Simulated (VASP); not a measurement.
Here is a VASP 6.6.1 calculation.

File INCAR:

```
PREC = Accurate
ENCUT = 600
EDIFF = 1E-7
ISMEAR = 0
SIGMA = 0.02
LREAL = F
LASPH = T
NELM = 100
ALGO = Normal
ISIF = 3
LWAVE = F
LCHARG = F
GGA = PE
IBRION = 2
NSW = 100
EDIFFG = -0.01
```

File KPOINTS:

```
Automatic mesh
0
Gamma
  8 8 4
```

File POSCAR:

```
MgTeF6
1.0
    3.4648466689      0.0000000000      0.0000000000
    0.0000000000      3.4648466689      0.0000000000
    0.0000000000      0.0000000000      7.2142187427
Mg Te F
1 1 6
Direct
    0.0000000000      0.0000000000      0.0000000000
    0.0000000000      0.0000000000      0.5000000000
    0.5000000000      0.5000000000      0.0000000000
    0.5000000000      0.5000000000      0.5000000000
    0.5000000000      0.0000000000      0.2791476558
    0.5000000000      0.0000000000      0.7208523442
    0.0000000000      0.5000000000      0.2791476558
    0.0000000000      0.5000000000      0.7208523442
```

Potentials or basis: VASP PAW PBE potentials, release 64 (Mg, Te, F).

Command:

```sh
$ cat potpaw_PBE.64/Mg/POTCAR potpaw_PBE.64/Te/POTCAR potpaw_PBE.64/F/POTCAR > POTCAR
$ mpirun -np 1 vasp_std > vasp.out
```

**Question.** Estimate the relaxed volume.

**Answer.** 10.70 Å³/atom.

**Question.** What does it give for the space group after relaxing (to 0.1 Å)?

**Answer.** P4/mmm (No. 123).

**Question.** Predict the relaxed cell.

**Answer.** a = 3.454 Å, b = 3.454 Å, c = 7.176 Å, α = 90.00°, β = 90.00°, γ = 90.00°.

**Question.** Estimate the band gap on the k mesh.

**Answer.** 1.80 eV (least direct gap 2.04 eV).

Step by step:
| step | energy change (eV) | largest force (eV/Å) | pressure (GPa) | volume (Å³) |
| --- | --- | --- | --- | --- |
| 1 | 0.0000 | 0.0196 | -1.20 | 86.61 |
| 2 | -0.0028 | 0.0587 | 0.29 | 85.60 |
| 3 | -0.0030 | 0.0420 | -0.02 | 85.81 |
| 4 | -0.0033 | 0.0276 | -0.01 | 85.74 |
| 5 | -0.0035 | 0.0023 | 0.00 | 85.61 |
| 6 | -0.0036 | 0.0001 | 0.01 | 85.59 |

Caveat: spin-orbit coupling is left out, which moves the levels of the heavy elements. A k mesh can miss the band edges.
